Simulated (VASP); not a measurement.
# Au (Fm-3m) in VASP: notebook

Au is run at these levels: PBE; tasks: single point.

Program: VASP 6.6.1. These are calculated values, not measurements. Logs are shortened: lines on timing, memory, paths and dates and some standing lists are left out, and cuts for length are marked.

**1. The cell of the first run**

The structure is cubic, space group Fm-3m (No. 225). Conventional cell: a = 4.070 Å, b = 4.070 Å, c = 4.070 Å, α = 90.00°, β = 90.00°, γ = 90.00°. Within 3.8 Å of Au (site symmetry m-3m) lie 12 Au at 2.88 Å.

**2. Single point, PBE**

The input, INCAR:

```
SYSTEM = Au
  PREC = Accurate
  ENCUT = 500
  EDIFF = 1E-6
  ISMEAR = 1
  SIGMA = 0.01
  LREAL = .FALSE.
  LASPH = .TRUE.
  NELM = 120
  ALGO = Normal
  ISIF = 2
  LWAVE = .FALSE.
  LCHARG = .TRUE.
  GGA = PE
  LELF = .TRUE.
  LVHAR = .TRUE.
  NBANDS = 12
  GGA_COMPAT = .FALSE.
```

The input, KPOINTS:

```
regular mesh
0
G
  11 11 11
  0 0 0
```

The input, POSCAR:

```
Au
1.0
    0.0000000000      2.0350000000      2.0350000000
    2.0350000000      0.0000000000      2.0350000000
    2.0350000000      2.0350000000      0.0000000000
Au
1
Direct
    0.0000000000      0.0000000000      0.0000000000
```

Potentials or basis: VASP PAW PBE potentials, release 64 (Au).

Command:

```sh
$ cat potpaw_PBE.64/Au/POTCAR > POTCAR
$ mpirun -np 1 vasp_std > vasp.out
```

OUTCAR:

```text
SYSTEM = Au
   PREC = Accurate
   ENCUT = 500
   EDIFF = 1E-6
   ISMEAR = 1
   LREAL = .FALSE.
   LASPH = .TRUE.
   NELM = 120
   ISIF = 2
   GGA = PE

 ion  position               nearest neighbor table
   1  0.000  0.000  0.000-

  LATTYP: Found a face centered cubic cell.
 ALAT       =     4.0700000000

  Lattice vectors:

 A1 = (   0.0000000000,   2.0350000000,   2.0350000000)
 A2 = (   2.0350000000,   0.0000000000,   2.0350000000)
 A3 = (   2.0350000000,   2.0350000000,   0.0000000000)

Analysis of symmetry for initial positions (statically):
=====================================================================
 Subroutine PRICEL returns:
 Original cell was already a primitive cell.

 Routine SETGRP: Setting up the symmetry group for a
 face centered cubic supercell.

 Subroutine GETGRP returns: Found 48 space group operations
 (whereof 48 operations were pure point group operations)
 out of a pool of 48 trial point group operations.

The static configuration has the point symmetry O_h .

Analysis of symmetry for dynamics (positions and initial velocities):
=====================================================================
 Subroutine PRICEL returns:
 Original cell was already a primitive cell.

 Routine SETGRP: Setting up the symmetry group for a
 face centered cubic supercell.

 Subroutine GETGRP returns: Found 48 space group operations
 (whereof 48 operations were pure point group operations)
 out of a pool of 48 trial point group operations.

The dynamic configuration has the point symmetry O_h .

 Subroutine INISYM returns: Found 48 space group operations
 (whereof 48 operations are pure point group operations),
 and found     1 'primitive' translations

----------------------------------------------------------------------------------------

                                     Primitive cell

  volume of cell :      16.8548

  direct lattice vectors                    reciprocal lattice vectors
     0.000000000  2.035000000  2.035000000    -0.245700246  0.245700246  0.245700246
     2.035000000  0.000000000  2.035000000     0.245700246 -0.245700246  0.245700246
     2.035000000  2.035000000  0.000000000     0.245700246  0.245700246 -0.245700246

  length of vectors
     2.877924599  2.877924599  2.877924599     0.425565309  0.425565309  0.425565309

  position of ions in fractional coordinates (direct lattice)
     0.000000000  0.000000000  0.000000000

  ion indices of the primitive-cell ions
   primitive index   ion index
                 1           1

[... 83 lines left out ...]
   NUPDOWN=      -1.0000    fix difference up-down
   EMIN   =  10.00;   EMAX   =-10.00  energy-range for DOS
   EFERMI =   0.00;   METHOD = LEGACY
   ISMEAR =     1;   SIGMA  =   0.01  broadening in eV -4-tet -1-fermi 0-gaus
   EFERMI_NEDOS =   21; number of points for ismear=-14 and -15
   IALGO  =     38    algorithm
   IMIX   =      4    mixing-type and parameters
     AMIX     =   0.40;   BMIX     =  1.00
     AMIX_MAG =   1.60;   BMIX_MAG =  1.00
  volume/ion in A,a.u.               =      16.85       113.74
  Fermi-wavevector in a.u.,A,eV,Ry     =   1.420032  2.683470 27.436005  2.016489
  Thomas-Fermi vector in A             =   2.540990
   LORBIT       =      0    0 simple, 1 ext, 2 COOP (PROOUT), +10 PAW based schemes
   GGA     = PE    functional components
   LHFCALC =     F    Hartree Fock is set to
   AEXX    =    0.0000 exact exchange contribution
   IVDW    =     0    specifies the selected vdW correction
   LEPSILON=     F    determine dielectric tensor
   LRPA    =     F    only Hartree local field effects (RPA)
 non-spin polarized calculation
 Methfessel and Paxton  Order N= 1 SIGMA  =   0.01
  energy-cutoff  :      500.00
  volume of cell :       16.85
 maximum number of plane-waves:       440
 NGX is ok and might be reduce to    24
   NGX = 11   NGY = 11   NGZ = 11

 number of electron      10.9999999 magnetization

 Free energy of the ion-electron system (eV)
  ---------------------------------------------------
  ext. energy  EPLUGINS =         0.00000000
  ---------------------------------------------------
  free energy    TOTEN  =        -3.19550343 eV

  energy without entropy =       -3.19550788  energy(sigma->0) =       -3.19550491

 E-fermi :   9.7863     XC(G=0): -12.7823

 val. band max:        9.5442711215   @ k =   0.4545   0.3636   0.0000
 cond. band min:       9.7938940232   @ k =  -0.4545   0.0909   0.0000
 fundamental gap:      0.2496229017
 Fermi energy:         9.7862915538

 k-point     1 :       0.0000    0.0000    0.0000
  band No.  band energies     occupation
      1      -0.3127      2.00000
      2       4.9103      2.00000
      3       4.9103      2.00000
      4       4.9103      2.00000
      5       6.4534      2.00000
      6       6.4534      2.00000
      7      24.1678      0.00000
      8      28.2298      0.00000
      9      28.2298      0.00000
     10      28.2298      0.00000
     11      33.1717      0.00000
     12      37.9348      0.00000
[... 331 lines left out ...]
 k-point    24 :      -0.1818    0.1818    0.0000
  band No.  band energies     occupation
      1       2.2808      2.00000
      2       4.2904      2.00000
      3       5.1103      2.00000
      4       5.7970      2.00000
      5       5.8357      2.00000
      6       7.6789      2.00000
      7      21.1057      0.00000
      8      23.0924      0.00000
      9      27.3900      0.00000
     10      28.8899      0.00000
     11      31.6329      0.00000
     12      34.3423      0.00000

 [... further k-points ...]

------------------------ aborting loop because EDIFF is reached ----------------------------------------

  FORCE on cell =-STRESS in cart. coord.  units (eV):
  Direction    XX          YY          ZZ          XY          YZ          ZX
  --------------------------------------------------------------------------------------
  -------------------------------------------------------------------------------------
  Total        1.1073179      1.1073179      1.1073179      0.0000000      0.0000000     -0.0000000
  in kB      105.2591065    105.2591065    105.2591065      0.0000000      0.0000000     -0.0000000
  external PRESSURE =     105.2591065 kB  Pullay stress =       0.0000000 kB

 VOLUME and BASIS-vectors are now :
 -----------------------------------------------------------------------------
  energy-cutoff  :      500.00
  volume of cell :       16.85
      direct lattice vectors                 reciprocal lattice vectors
     0.000000000  2.035000000  2.035000000    -0.245700246  0.245700246  0.245700246
     2.035000000  0.000000000  2.035000000     0.245700246 -0.245700246  0.245700246
     2.035000000  2.035000000  0.000000000     0.245700246  0.245700246 -0.245700246

 POSITION                                       TOTAL-FORCE (eV/Angst)
 -----------------------------------------------------------------------------------
      0.00000      0.00000      0.00000         0.000000      0.000000      0.000000
 -----------------------------------------------------------------------------------
    total drift:                               -0.000000      0.000000      0.000000

  FREE ENERGIE OF THE ION-ELECTRON SYSTEM (eV)
  ---------------------------------------------------
  free  energy   TOTEN  =        -3.1955034251 eV

  energy  without entropy=       -3.1955078756  energy(sigma->0) =       -3.19550491
```

stdout:

```text
POSCAR found type information on POSCAR Au
 POSCAR found :  1 types and       1 ions
 scaLAPACK will be used
 LDA part: xc-table for (Slater+PW92), standard interpolation
 POSCAR, INCAR and KPOINTS ok, starting setup
 FFT: planning ... GRIDC
 FFT: planning ... GRID_SOFT
 FFT: planning ... GRID
 WAVECAR not read
 entering main loop
```

Run time: 8.9 s. Hardware: 1 thread of Intel Xeon 6975P-C (Granite Rapids), shared host; peak memory 0.14 GiB.

Results:

| Quantity | Value |
| --- | --- |
| Free energy | -3.1955 eV |
| Pressure | 10.5 GPa |

Caveat: spin-orbit coupling is left out, which moves the levels of the heavy elements.

**3. Single point, PBE**

This run uses another cell than the first one, of 17.19 Å³/atom, 1.020 times its volume.

The input, INCAR:

```
SYSTEM = Au
PREC = Accurate
ENCUT = 500
EDIFF = 1E-6
ISMEAR = 1
SIGMA = 0.01
LREAL = .False.
LASPH = .True.
NELM = 120
ALGO = Normal
ISIF = 2
LWAVE = .False.
LCHARG = .False.
GGA = PE
NBANDS = 12
GGA_COMPAT = .False.
```

The input, KPOINTS:

```
Automatic mesh
0
Gamma
  11 11 11
  0 0 0
```

The input, POSCAR:

```
Au
1.0
    0.0000000000      2.0484772140      2.0484772140
    2.0484772140      0.0000000000      2.0484772140
    2.0484772140      2.0484772140      0.0000000000
Au
1
Direct
    0.0000000000      0.0000000000      0.0000000000
```

Potentials or basis: VASP PAW PBE potentials, release 64 (Au).

Command:

```sh
$ cat potpaw_PBE.64/Au/POTCAR > POTCAR
$ mpirun -np 1 vasp_std > vasp.out
```

OUTCAR:

```text
SYSTEM = Au
   PREC = Accurate
   ENCUT = 500
   EDIFF = 1E-6
   ISMEAR = 1
   LREAL = .False.
   LASPH = .True.
   NELM = 120
   ISIF = 2
   GGA = PE

 ion  position               nearest neighbor table
   1  0.000  0.000  0.000-

  LATTYP: Found a face centered cubic cell.
 ALAT       =     4.0969544280

  Lattice vectors:

 A1 = (   0.0000000000,   2.0484772140,   2.0484772140)
 A2 = (   2.0484772140,   0.0000000000,   2.0484772140)
 A3 = (   2.0484772140,   2.0484772140,   0.0000000000)

Analysis of symmetry for initial positions (statically):
=====================================================================
 Subroutine PRICEL returns:
 Original cell was already a primitive cell.

 Routine SETGRP: Setting up the symmetry group for a
 face centered cubic supercell.

 Subroutine GETGRP returns: Found 48 space group operations
 (whereof 48 operations were pure point group operations)
 out of a pool of 48 trial point group operations.

The static configuration has the point symmetry O_h .

Analysis of symmetry for dynamics (positions and initial velocities):
=====================================================================
 Subroutine PRICEL returns:
 Original cell was already a primitive cell.

 Routine SETGRP: Setting up the symmetry group for a
 face centered cubic supercell.

 Subroutine GETGRP returns: Found 48 space group operations
 (whereof 48 operations were pure point group operations)
 out of a pool of 48 trial point group operations.

The dynamic configuration has the point symmetry O_h .

 Subroutine INISYM returns: Found 48 space group operations
 (whereof 48 operations are pure point group operations),
 and found     1 'primitive' translations

----------------------------------------------------------------------------------------

                                     Primitive cell

  volume of cell :      17.1919
[... 108 lines left out ...]
  volume/ion in A,a.u.               =      17.19       116.02
  Fermi-wavevector in a.u.,A,eV,Ry     =   1.410689  2.665816 27.076182  1.990043
  Thomas-Fermi vector in A             =   2.532617
   LORBIT       =      0    0 simple, 1 ext, 2 COOP (PROOUT), +10 PAW based schemes
   GGA     = PE    functional components
   LHFCALC =     F    Hartree Fock is set to
   AEXX    =    0.0000 exact exchange contribution
   IVDW    =     0    specifies the selected vdW correction
   LEPSILON=     F    determine dielectric tensor
   LRPA    =     F    only Hartree local field effects (RPA)
 non-spin polarized calculation
 Methfessel and Paxton  Order N= 1 SIGMA  =   0.01
  energy-cutoff  :      500.00
  volume of cell :       17.19
 maximum number of plane-waves:       448
 NGX is ok and might be reduce to    24
   NGX = 11   NGY = 11   NGZ = 11

 number of electron      11.0000000 magnetization

 Free energy of the ion-electron system (eV)
  ---------------------------------------------------
  ext. energy  EPLUGINS =         0.00000000
  ---------------------------------------------------
  free energy    TOTEN  =        -3.21404668 eV

  energy without entropy =       -3.21406388  energy(sigma->0) =       -3.21405241

 E-fermi :   9.2359     XC(G=0): -12.6636

 val. band max:        9.2262361192   @ k =   0.4545   0.3636   0.0000
 cond. band min:       9.4950760823   @ k =  -0.4545   0.0909   0.0000
 fundamental gap:      0.2688399632
 Fermi energy:         9.2358648767

 k-point     1 :       0.0000    0.0000    0.0000
  band No.  band energies     occupation
      1      -0.4337      2.00000
      2       4.6856      2.00000
      3       4.6856      2.00000
      4       4.6856      2.00000
      5       6.1756      2.00000
      6       6.1756      2.00000
      7      23.8644      0.00000
      8      27.8121      0.00000
      9      27.8121      0.00000
     10      27.8121      0.00000
     11      32.6907      0.00000
     12      37.2322      0.00000
[... 331 lines left out ...]
 k-point    24 :      -0.1818    0.1818    0.0000
  band No.  band energies     occupation
      1       2.1177      2.00000
      2       4.0894      2.00000
      3       4.8834      2.00000
      4       5.5443      2.00000
      5       5.5826      2.00000
      6       7.3643      2.00000
      7      20.6475      0.00000
      8      22.5887      0.00000
      9      26.9713      0.00000
     10      28.4891      0.00000
     11      31.0389      0.00000
     12      33.7237      0.00000

 [... further k-points ...]
[... 5 lines left out ...]
  --------------------------------------------------------------------------------------
  -------------------------------------------------------------------------------------
  Total        0.7268889      0.7268889      0.7268889      0.0000000      0.0000000      0.0000000
  in kB       67.7415666     67.7415666     67.7415666      0.0000000      0.0000000      0.0000000
  external PRESSURE =      67.7415666 kB  Pullay stress =       0.0000000 kB

 VOLUME and BASIS-vectors are now :
 -----------------------------------------------------------------------------
  energy-cutoff  :      500.00
  volume of cell :       17.19
      direct lattice vectors                 reciprocal lattice vectors
     0.000000000  2.048477214  2.048477214    -0.244083750  0.244083750  0.244083750
     2.048477214  0.000000000  2.048477214     0.244083750 -0.244083750  0.244083750
     2.048477214  2.048477214  0.000000000     0.244083750  0.244083750 -0.244083750

 POSITION                                       TOTAL-FORCE (eV/Angst)
 -----------------------------------------------------------------------------------
      0.00000      0.00000      0.00000         0.000000     -0.000000     -0.000000
 -----------------------------------------------------------------------------------
    total drift:                                0.000000      0.000000     -0.000000

  FREE ENERGIE OF THE ION-ELECTRON SYSTEM (eV)
  ---------------------------------------------------
  free  energy   TOTEN  =        -3.2140466816 eV

  energy  without entropy=       -3.2140638755  energy(sigma->0) =       -3.21405241
```

stdout:

```text
POSCAR found type information on POSCAR Au
 POSCAR found :  1 types and       1 ions
 scaLAPACK will be used
 LDA part: xc-table for (Slater+PW92), standard interpolation
 POSCAR, INCAR and KPOINTS ok, starting setup
 FFT: planning ... GRIDC
 FFT: planning ... GRID_SOFT
 FFT: planning ... GRID
 WAVECAR not read
 entering main loop
```

Wall time 9.1 s (1 thread of Intel Xeon 6975P-C (Granite Rapids), shared host); peak memory 0.14 GiB.

Results:

- Free energy: -3.2140 eV
- Pressure: 6.8 GPa

Levels at points of the mesh, in eV from the Fermi level:
```
           k point  band 2  band 3  band 4  band 5  band 6  band 7  band 8  band 9  band 10  band 11
(0.00, 0.00, 0.00)   -4.55   -4.55   -4.55   -3.06   -3.06   14.63   18.58   18.58    18.58    23.45
```

Caveat: spin-orbit coupling is left out, which moves the levels of the heavy elements.
